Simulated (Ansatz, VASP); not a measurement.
Two plane-wave programs on W2Br3

```xyz
10
Lattice="6.3598 0.0000 0.0546 0.0000 3.1388 0.0000 -0.1103 0.0000 12.9498" Properties=species:S:1:pos:R:3 pbc="T T T"
W     2.6664    1.5694   10.3641
W     0.8468    1.5694    4.0972
W     0.8083    1.5694    8.8675
W     2.7303    1.5694    2.6334
Br    0.2647    1.5694   11.3131
Br    4.5215    1.5694    4.3256
Br    3.3695    1.5694   12.9799
Br    1.6135    1.5694    6.4889
Br    4.4862    1.5694    8.7025
Br    0.3456    1.5694    1.6428
```

Change from the starting cell: the structure that the rattled cell fell into.

Alike in both runs: functional PBE; k mesh 2 × 6 × 2; occupations gaussian, width 0.1 eV; no spin polarisation.

Ansatz relaxed the structure, and its values are those at the end. VASP's run is a single point on that final structure, the one shown.

|  | VASP | Ansatz |
| --- | --- | --- |
| version | VASP 6.6.1 | Ansatz 0.2.0 |
| potentials or method | VASP PAW PBE potentials, release 64 (W_sv, Br), cutoff 520 eV | scalar-relativistic, plane waves, PAW |
| valence electrons in the cell | 98 | 98 |

VASP gave:

* gap on the k mesh at the Fermi level (eV): none
* pressure (GPa): 0.1
* rms of the force components (eV/Å): 0.045

Which values does Ansatz return?

gap on the k mesh at the Fermi level (eV): none; pressure (GPa): 0.0; rms of the force components (eV/Å): 0.012.

A gap of «none» marks a metal or a gap that the smearing closes. The functional is the same, so the differences come from potentials, cutoffs and numerics.

The k mesh is coarse, so the values compare programs but aren't converged. Neither program's run includes spin-orbit coupling.
